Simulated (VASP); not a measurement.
# C19O in VASP: notebook

Runs on C19O. Level: LDA. Tasks: single point.

Everything below comes from runs of VASP 6.6.1. Logs are shortened: lines on timing, memory, paths and dates and some standing lists are left out, and cuts for length are marked.

### 1 The cell of the first run

The cell holds a slab with vacuum, 20 atoms: a = 7.398 Å, b = 7.398 Å, c = 12.000 Å, α = 90.00°, β = 90.00°, γ = 120.00°.

### 2 Single point, LDA

The input, INCAR:

```
SYSTEM = C19O
ALGO = Normal
EDIFF = 1E-6
ENCUT = 520
ISIF = 2
ISMEAR = 0
LASPH = .True.
LCHARG = .False.
LREAL = Auto
LWAVE = .False.
NBANDS = 57
NELM = 100
PREC = Accurate
SIGMA = 0.05
```

The input, KPOINTS:

```
k-points
0
Gamma
  2 2 1
  0 0 0
```

The input, POSCAR:

```
C19O
1.0
    7.3980000000      0.0000000000      0.0000000000
   -3.6990000000      6.4068560000      0.0000000000
    0.0000000000      0.0000000000     12.0000000000
C O
19 1
Direct
    0.0117355629      0.0004227450      0.0691221149
    0.2325388385      0.1108634535      0.0689629469
    0.0117279988      0.3317016516      0.0691584860
    0.2326045415      0.4421406543      0.0693756232
    0.0096151895      0.6650823621      0.0690808560
    0.2345795945      0.7775764004      0.0687833714
    0.3449449620     -0.0016650375      0.0685045310
    0.5659833275      0.1088513317      0.0685039771
    0.3429946553      0.3317446270      0.0693024760
    0.5679480762      0.4442225079      0.0692969089
    0.3450414090      0.6671174943      0.0692934558
    0.5659026722      0.7775477363      0.0692824061
    0.6763565973     -0.0015430974      0.0687750799
    0.9013244370      0.1109387802      0.0690723560
    0.6783942069      0.3337779388      0.0689452056
    0.8991971394      0.4441638150      0.0691059547
    0.6783389102      0.6649961050      0.0693778464
    0.8992096430      0.7754483065      0.0691740643
    0.4571518114      1.0281210420      0.3111726284
    0.4555215168      0.8773799833      0.3282096516
```

Potentials or basis: VASP PAW LDA potentials, release 64 (C, O).

Run with:

```
> cat potpaw_LDA.64/C/POTCAR potpaw_LDA.64/O/POTCAR > POTCAR
> mpirun -np 1 vasp_std > vasp.out
```

OUTCAR:

```text
SYSTEM = C19O
   EDIFF = 1E-6
   ENCUT = 520
   ISIF = 2
   ISMEAR = 0
   LASPH = .True.
   LREAL = Auto
   NELM = 100
   PREC = Accurate

 ion  position               nearest neighbor table
   1  0.012  0.000  0.069-   2 1.41  14 1.42  18 1.44
   2  0.233  0.111  0.069-   1 1.41   9 1.42   7 1.44
   3  0.012  0.332  0.069-  14 1.41   4 1.42  16 1.44
   4  0.233  0.442  0.069-   9 1.41   3 1.42  11 1.44
   5  0.010  0.665  0.069-  18 1.41  16 1.42   6 1.44
   6  0.235  0.778  0.069-   7 1.41  11 1.42   5 1.44
[... 10 lines left out ...]
  17  0.678  0.665  0.069-  10 1.41  18 1.42  12 1.44
  18  0.899  0.775  0.069-   5 1.41  17 1.42   1 1.44
  19  0.457  0.028  0.311-  20 1.13
  20  0.456  0.877  0.328-  19 1.13

  LATTYP: Found a hexagonal cell.
 ALAT       =     7.3980000000
 C/A-ratio  =     1.6220600162

  Lattice vectors:

 A1 = (   7.3980000000,   0.0000000000,   0.0000000000)
 A2 = (  -3.6990000000,   6.4068560000,   0.0000000000)
 A3 = (   0.0000000000,   0.0000000000,  12.0000000000)

Analysis of symmetry for initial positions (statically):
=====================================================================
 Subroutine PRICEL returns:
 Original cell was already a primitive cell.

 Routine SETGRP: Setting up the symmetry group for a
 hexagonal supercell.

 Subroutine GETGRP returns: Found  1 space group operations
 (whereof  1 operations were pure point group operations)
 out of a pool of 24 trial point group operations.

The static configuration has the point symmetry C_1 .

Analysis of symmetry for dynamics (positions and initial velocities):
=====================================================================
 Subroutine PRICEL returns:
 Original cell was already a primitive cell.

 Routine SETGRP: Setting up the symmetry group for a
 hexagonal supercell.

 Subroutine GETGRP returns: Found  1 space group operations
 (whereof  1 operations were pure point group operations)
 out of a pool of 24 trial point group operations.

The dynamic configuration has the point symmetry C_1 .

 Subroutine INISYM returns: Found  1 space group operations
 (whereof  1 operations are pure point group operations),
 and found     1 'primitive' translations

----------------------------------------------------------------------------------------

                                     Primitive cell

  volume of cell :     568.7750

  direct lattice vectors                    reciprocal lattice vectors
     7.398000000  0.000000000  0.000000000     0.135171668  0.078041398  0.000000000
    -3.699000000  6.406856000  0.000000000     0.000000000  0.156082796  0.000000000
     0.000000000  0.000000000 12.000000000     0.000000000  0.000000000  0.083333333

  length of vectors
     7.398000000  7.398000054 12.000000000     0.156082797  0.156082796  0.083333333

  position of ions in fractional coordinates (direct lattice)
     0.011735563  0.000422745  0.069122115
     0.232538838  0.110863454  0.068962947
     0.011727999  0.331701652  0.069158486
     0.232604542  0.442140654  0.069375623
     0.009615190  0.665082362  0.069080856
     0.234579594  0.777576400  0.068783371
[... 12 lines left out ...]
     0.457151811  0.028121042  0.311172628
     0.455521517  0.877379983  0.328209652

  ion indices of the primitive-cell ions
   primitive index   ion index
                 1           1
                 2           2
                 3           3
                 4           4
                 5           5
                 6           6
[... 12 lines left out ...]
                19          19
                20          20

----------------------------------------------------------------------------------------

 KPOINTS: k-points

Automatic generation of k-mesh.
 Grid dimensions read from file:
 generate k-points for:    2    2    1

 Generating k-lattice:

  Cartesian coordinates                     Fractional coordinates (reciprocal lattice)
     0.067585834  0.039020699  0.000000000     0.500000000  0.000000000  0.000000000
[... 44 lines left out ...]
 Gauss-broadening in eV      SIGMA  =   0.05
  energy-cutoff  :      520.00
  volume of cell :      568.78
 maximum number of plane-waves:     15363
 NGX is ok and might be reduce to    56
   NGX = 27   NGY = 27   NGZ = 45

 number of electron      81.9999996 magnetization

 Free energy of the ion-electron system (eV)
  ---------------------------------------------------
  ext. energy  EPLUGINS =         0.00000000
  ---------------------------------------------------
  free energy    TOTEN  =      -196.74879793 eV

  energy without entropy =     -196.74852444  energy(sigma->0) =     -196.74866119

 E-fermi :  -1.7784     XC(G=0):  -4.2565

 val. band max:       -1.8799937060   @ k =   0.0000   0.0000   0.0000
 cond. band min:      -1.6761440502   @ k =   0.0000   0.0000   0.0000
 fundamental gap:      0.2038496558
 Fermi energy:        -1.7784434259

 k-point     1 :       0.0000    0.0000    0.0000
  band No.  band energies     occupation
      1     -26.4862      2.00000
      2     -21.0691      2.00000
      3     -18.5960      2.00000
      4     -18.5799      2.00000
      5     -18.4614      2.00000
      6     -18.4576      2.00000
[... 45 lines left out ...]
     52       3.2060      0.00000
     53       3.2130      0.00000

 k-point     2 :       0.5000    0.0000    0.0000
  band No.  band energies     occupation
      1     -26.4862      2.00000
      2     -20.4214      2.00000
      3     -20.4170      2.00000
      4     -19.1798      2.00000
      5     -19.0884      2.00000
      6     -16.6969      2.00000
[... 45 lines left out ...]
     52       3.9639      0.00000
     53       4.0072      0.00000

 k-point     3 :       0.0000    0.5000    0.0000
  band No.  band energies     occupation
      1     -26.4861      2.00000
      2     -20.4250      2.00000
      3     -20.4134      2.00000
      4     -19.1805      2.00000
      5     -19.0876      2.00000
      6     -16.6989      2.00000
[... 45 lines left out ...]
     52       3.8093      0.00000
     53       4.1809      0.00000

 k-point     4 :       0.5000    0.5000    0.0000
  band No.  band energies     occupation
      1     -26.4862      2.00000
      2     -20.4248      2.00000
      3     -20.4136      2.00000
      4     -19.1805      2.00000
      5     -19.0876      2.00000
      6     -16.6987      2.00000
[... 45 lines left out ...]
     52       3.8131      0.00000
     53       4.1803      0.00000
 [bands above 53 left out]

------------------------ aborting loop because EDIFF is reached ----------------------------------------

  FORCE on cell =-STRESS in cart. coord.  units (eV):
  Direction    XX          YY          ZZ          XY          YZ          ZX
  --------------------------------------------------------------------------------------
  -------------------------------------------------------------------------------------
  Total       -8.6963583     -8.1340676     -0.1458628     -0.4383327     -0.1992283      0.1171695
  in kB      -24.4966938    -22.9127820     -0.4108796     -1.2347355     -0.5612044      0.3300537
  external PRESSURE =     -15.9401185 kB  Pullay stress =       0.0000000 kB

 VOLUME and BASIS-vectors are now :
 -----------------------------------------------------------------------------
  energy-cutoff  :      520.00
  volume of cell :      568.78
      direct lattice vectors                 reciprocal lattice vectors
     7.398000000  0.000000000  0.000000000     0.135171668  0.078041398  0.000000000
    -3.699000000  6.406856000  0.000000000     0.000000000  0.156082796  0.000000000
     0.000000000  0.000000000 12.000000000     0.000000000  0.000000000  0.083333333

 POSITION                                       TOTAL-FORCE (eV/Angst)
 -----------------------------------------------------------------------------------
      0.08526      0.00271      0.82947        -0.006025     -0.004321      0.000711
      1.31024      0.71029      0.82756         0.001980     -0.002243      0.002071
     -1.14020      2.12516      0.82990        -0.011146      0.009076      0.000980
      0.08533      2.83273      0.83251         0.000013      0.000073      0.000799
     -2.38901      4.26109      0.82897        -0.004603     -0.000860     -0.002599
     -1.14084      4.98182      0.82540        -0.003853     -0.005448     -0.001556
[... 12 lines left out ...]
      3.27799      0.18017      3.73407        -0.532214      0.950007     -0.203839
      0.12452      5.62125      3.93852         0.536846     -0.950913      0.199641
 -----------------------------------------------------------------------------------
    total drift:                                0.008772      0.004706      0.047531

  FREE ENERGIE OF THE ION-ELECTRON SYSTEM (eV)
  ---------------------------------------------------
  free  energy   TOTEN  =      -196.7487979331 eV

  energy  without entropy=     -196.7485244442  energy(sigma->0) =     -196.74866119
```

Run time: 2.6 min. Hardware: 1 thread of AMD EPYC 9R45 (Zen 5), shared host; peak memory 0.43 GiB.

What came out:

```yaml
Free_energy: -196.7488 eV
Largest_force: 1.110 eV/Å
Band_gap_on_the_k_mesh: 0.20 eV, direct
```

Forces in eV/Å, atoms in the order of the input:
```
C   -0.006 -0.004  0.001
C    0.002 -0.002  0.002
C   -0.011  0.009  0.001
C    0.000  0.000  0.001
C   -0.005 -0.001 -0.003
C   -0.004 -0.005 -0.002
C    0.000  0.002 -0.001
C    0.001  0.001 -0.003
C   -0.002  0.001  0.000
C    0.003 -0.003  0.005
C   -0.002  0.002  0.000
C    0.000  0.002  0.002
C   -0.001 -0.001  0.003
C    0.001  0.000 -0.002
C    0.003  0.004  0.000
C    0.004  0.003  0.000
C    0.002 -0.002  0.000
C    0.010 -0.006  0.000
C   -0.532  0.950 -0.204
O    0.537 -0.951  0.200
```

Levels at points of the mesh, in eV from the valence-band top:
```
           k point  band 39  band 40  band 41  band 42  band 43  band 44
(0.00, 0.00, 0.00)    -2.92    -0.02     0.00     0.20     0.22     2.54
(0.50, 0.00, 0.00)    -2.52    -2.51    -2.25     1.72     2.34     2.44
(0.00, 0.50, 0.00)    -2.53    -2.51    -2.24     1.71     2.40     2.44
(0.50, 0.50, 0.00)    -2.53    -2.51    -2.24     1.71     2.40     2.44
```

Caveat: the k points lie up to 0.49 Å⁻¹ apart.

### 3 Single point, LDA

The input, INCAR:

```
SYSTEM = C19O
  PREC = Accurate
  ENCUT = 520
  EDIFF = 1E-7
  ISMEAR = 0
  SIGMA = 0.05
  LREAL = Auto
  LASPH = .True.
  NELM = 100
  ALGO = Normal
  ISIF = 2
  LWAVE = .False.
  LCHARG = .False.
  GGA = CA
  NBANDS = 57
```

The input, KPOINTS:

```
Automatic mesh
0
Gamma
  2 2 1
  0 0 0
```

The input, POSCAR:

```
C19O
1.0
    7.3980000000      0.0000000000      0.0000000000
   -3.6990000000      6.4068560000      0.0000000000
    0.0000000000      0.0000000000     12.0000000000
C O
19 1
Direct
    0.0061455433      0.0052832466      0.0731309167
    0.2272297359      0.1158128105      0.0730207500
    0.0063830326      0.3366295419      0.0730875000
    0.2270212783      0.4469903803      0.0730780833
    0.0042146221      0.6698023180      0.0730435000
    0.2291873231      0.7822684012      0.0728773333
    0.3397293404      0.0033610869      0.0728348333
    0.5604203250      0.1136546537      0.0729613333
    0.3375812463      0.3364890673      0.0730958333
    0.5625499179      0.4489827772      0.0730889167
    0.3395724891      0.6719806095      0.0730004167
    0.5606057049      0.7825482577      0.0729767500
    0.6708847474      0.0030971509      0.0729651667
    0.8958053551      0.1155907047      0.0730859167
    0.6728349739      0.3386110130      0.0730650833
    0.8939040101      0.4491221591      0.0731009167
    0.6730341990      0.6700267651      0.0730855000
    0.8936609713      0.7803192393      0.0731291667
    0.3999031827      0.8993027157      0.3084051667
    0.2826552445      0.9104267366      0.3637374167
```

Potentials or basis: VASP PAW LDA potentials, release 64 (C, O).

Run with:

```
> cat potpaw_LDA.64/C/POTCAR potpaw_LDA.64/O/POTCAR > POTCAR
> mpirun -np 1 vasp_std > vasp.out
```

Run time: 2.9 min. Hardware: 1 thread of AMD EPYC 9R45 (Zen 5), shared host; peak memory 0.43 GiB.

Results (log left out):

| Item | Value |
| --- | --- |
| Free energy | -196.7566 eV |
| Largest force | 1.133 eV/Å |
| Band gap on the k mesh | 0.23 eV, direct |

Forces on the atoms (eV/Å):
```
C   -0.006 -0.001 -0.002
C    0.000 -0.001  0.003
C   -0.005  0.001  0.003
C    0.011  0.004 -0.002
C    0.004  0.001  0.003
C   -0.007 -0.001 -0.002
C   -0.003  0.001 -0.002
C    0.001  0.005 -0.001
C    0.000  0.007  0.000
C   -0.001  0.000  0.001
C    0.010 -0.008  0.000
C    0.001 -0.004  0.003
C    0.004 -0.005  0.004
C   -0.001 -0.002  0.001
C    0.009  0.006 -0.002
C    0.001 -0.004 -0.001
C   -0.010  0.002  0.002
C   -0.004  0.001 -0.001
C    0.909 -0.074 -0.672
O   -0.914  0.072  0.664
```

Levels at points of the mesh, in eV from the valence-band top:
```csv
k point,band 39,band 40,band 41,band 42,band 43,band 44
"(0.00, 0.00, 0.00)",-2.91,0.00,0.00,0.23,0.23,2.56
"(0.50, 0.00, 0.00)",-2.52,-2.51,-2.24,1.73,2.42,2.46
"(0.00, 0.50, 0.00)",-2.52,-2.51,-2.24,1.72,2.42,2.46
"(0.50, 0.50, 0.00)",-2.52,-2.51,-2.24,1.73,2.42,2.46
```

Caveat: the k points lie up to 0.49 Å⁻¹ apart.

### 4 Single point, LDA

The input, INCAR:

```
SYSTEM = C19O
PREC = Accurate ; ENCUT = 520
EDIFF = 1E-6 ; ISMEAR = 0
SIGMA = 0.05 ; LREAL = Auto
LASPH = .TRUE. ; NELM = 80
ALGO = Normal ; ISIF = 2
LWAVE = .FALSE. ; LCHARG = .FALSE.
GGA = CA ; NBANDS = 57
```

The input, KPOINTS:

```
regular mesh
0
G
  2 2 1
  0 0 0
```

The input, POSCAR:

```
C19O
1.0
    7.3980000000      0.0000000000      0.0000000000
   -3.6990000000      6.4068560000      0.0000000000
    0.0000000000      0.0000000000     12.0000000000
C O
19 1
Direct
    0.0076429966      0.0079834789      0.0713360000
    0.2287214168      0.1185509710      0.0712314167
    0.0078717222      0.3393341445      0.0713985833
    0.2284976526      0.4496695415      0.0714072500
    0.0057270623      0.6724841326      0.0712839167
    0.2306795809      0.7850060935      0.0710455833
    0.3412602298      0.0061084563      0.0709496667
    0.5619500266      0.1164377660      0.0709736667
    0.3390764816      0.3392086540      0.0713288333
    0.5640748775      0.4516658405      0.0713468333
    0.3410021378      0.6746795932      0.0712420000
    0.5621338904      0.7852804870      0.0712382500
    0.6724429550      0.0059375457      0.0709780000
    0.8973315895      0.1183190320      0.0712860833
    0.6743864765      0.3413149913      0.0712673333
    0.8954185914      0.4518298835      0.0713613333
    0.6745886036      0.6727054580      0.0713857500
    0.8951992446      0.7830002735      0.0713423333
    0.4825028225      0.9246474402      0.3170644167
    0.3132953728      0.8398167526      0.3426156667
```

Run with:

```
> cat potpaw_LDA.64/C/POTCAR potpaw_LDA.64/O/POTCAR > POTCAR
> mpirun -np 1 vasp_std > vasp.out
```

Run time: 2.8 min. Hardware: 1 thread of AMD EPYC 9R45 (Zen 5), shared host; peak memory 0.43 GiB.

Results (log left out):

```yaml
Free_energy: -196.7365 eV
Largest_force: 1.155 eV/Å
Band_gap_on_the_k_mesh: 0.21 eV, direct
```

Forces on the atoms (eV/Å):
```
C    0.000  0.002  0.000
C   -0.001  0.004  0.001
C   -0.001  0.003 -0.001
C    0.007  0.007 -0.001
C   -0.003 -0.001 -0.002
C   -0.002  0.003  0.001
C   -0.001 -0.013  0.001
C    0.001 -0.013  0.001
C    0.010 -0.007  0.011
C   -0.010 -0.002 -0.001
C    0.003  0.008 -0.001
C    0.004  0.002 -0.009
C    0.019 -0.017  0.000
C   -0.011 -0.013 -0.002
C    0.001  0.009 -0.001
C    0.001  0.001  0.003
C   -0.011  0.019  0.000
C   -0.006  0.009  0.003
C    0.962  0.558 -0.313
O   -0.961 -0.559  0.309
```

Levels at points of the mesh, in eV from the valence-band top:
```tsv
k point	band 37	band 38	band 39	band 40	band 41	band 42	band 43	band 44	band 45	band 46
(0.00, 0.00, 0.00)	-4.03	-2.92	-2.92	-0.01	0.00	0.21	0.22	2.49	2.52	3.60
(0.50, 0.00, 0.00)	-2.57	-2.56	-2.54	-2.52	-2.24	1.68	2.40	2.50	2.56	2.65
(0.00, 0.50, 0.00)	-2.58	-2.56	-2.52	-2.52	-2.25	1.71	2.35	2.43	2.57	2.62
(0.50, 0.50, 0.00)	-2.58	-2.56	-2.52	-2.52	-2.25	1.71	2.36	2.41	2.57	2.63
```

Caveat: the k points lie up to 0.49 Å⁻¹ apart.

### 5 Single point, LDA

The input, INCAR:

```
SYSTEM = C19O
  PREC = Accurate
  ENCUT = 520
  EDIFF = 1E-6
  ISMEAR = 0
  SIGMA = 0.05
  LREAL = Auto
  LASPH = .TRUE.
  NELM = 60
  ALGO = Normal
  ISIF = 2
  LWAVE = .FALSE.
  LCHARG = .TRUE.
  GGA = CA
  LELF = .TRUE.
  LVHAR = .TRUE.
  NBANDS = 57
```

KPOINTS is that of step 4.

The input, POSCAR:

```
C19O
1.0
    7.3980000000      0.0000000000      0.0000000000
   -3.6990000000      6.4068560000      0.0000000000
    0.0000000000      0.0000000000     12.0000000000
C O
19 1
Direct
    0.0117355318      0.0004226722      0.0691220833
    0.2325387685      0.1108634251      0.0689629167
    0.0117279769      0.3317016958      0.0691585000
    0.2326044863      0.4421405757      0.0693755833
    0.0096152612      0.6650823743      0.0690808333
    0.2345796283      0.7775763963      0.0687833333
    0.3449449618     -0.0016650913      0.0685045000
    0.5659833992      0.1088513617      0.0685040000
    0.3429946396      0.3317446186      0.0693025000
    0.5679481298      0.4442225641      0.0692969167
    0.3450414669      0.6671175378      0.0692935000
    0.5659026571      0.7775476771      0.0692824167
    0.6763566255     -0.0015430345      0.0687750833
    0.9013245025      0.1109388130      0.0690723333
    0.6783942263      0.3337779092      0.0689452500
    0.8991972399      0.4441638769      0.0691059167
    0.6783389332      0.6649960605      0.0693778333
    0.8992097184      0.7754483634      0.0691740833
    0.4571517255      1.0281209692      0.3111726667
    0.4555215513      0.8773799505      0.3282096667
```

Run with:

```
> cat potpaw_LDA.64/C/POTCAR potpaw_LDA.64/O/POTCAR > POTCAR
> mpirun -np 1 vasp_std > vasp.out
```

Wall time 5.1 min (1 thread of Oxide Virtual Turin-like, shared host); peak memory 0.43 GiB.

The run converged. Its results:

- Free energy: -196.7488 eV
- Largest force: 1.110 eV/Å
- Band gap on the k mesh: 0.20 eV, direct

Forces on the atoms (eV/Å):
```
C   -0.006 -0.004  0.001
C    0.002 -0.002  0.002
C   -0.011  0.009  0.001
C    0.000  0.000  0.001
C   -0.005 -0.001 -0.003
C   -0.004 -0.005 -0.002
C    0.000  0.002 -0.001
C    0.001  0.001 -0.003
C   -0.002  0.001  0.000
C    0.003 -0.003  0.005
C   -0.002  0.002  0.000
C    0.000  0.002  0.002
C   -0.001 -0.001  0.003
C    0.001  0.000 -0.002
C    0.003  0.004  0.000
C    0.004  0.003  0.000
C    0.002 -0.002  0.000
C    0.010 -0.006  0.000
C   -0.532  0.950 -0.204
O    0.537 -0.951  0.200
```

Levels at points of the mesh, in eV from the valence-band top:
```
           k point  band 38  band 39  band 40  band 41  band 42  band 43  band 44  band 45
(0.00, 0.00, 0.00)    -2.93    -2.92    -0.02     0.00     0.20     0.22     2.54     2.65
(0.50, 0.00, 0.00)    -2.56    -2.52    -2.51    -2.25     1.72     2.34     2.44     2.62
(0.00, 0.50, 0.00)    -2.56    -2.53    -2.51    -2.24     1.71     2.40     2.44     2.58
(0.50, 0.50, 0.00)    -2.56    -2.53    -2.51    -2.24     1.71     2.40     2.44     2.58
```

Caveat: the k points lie up to 0.49 Å⁻¹ apart.
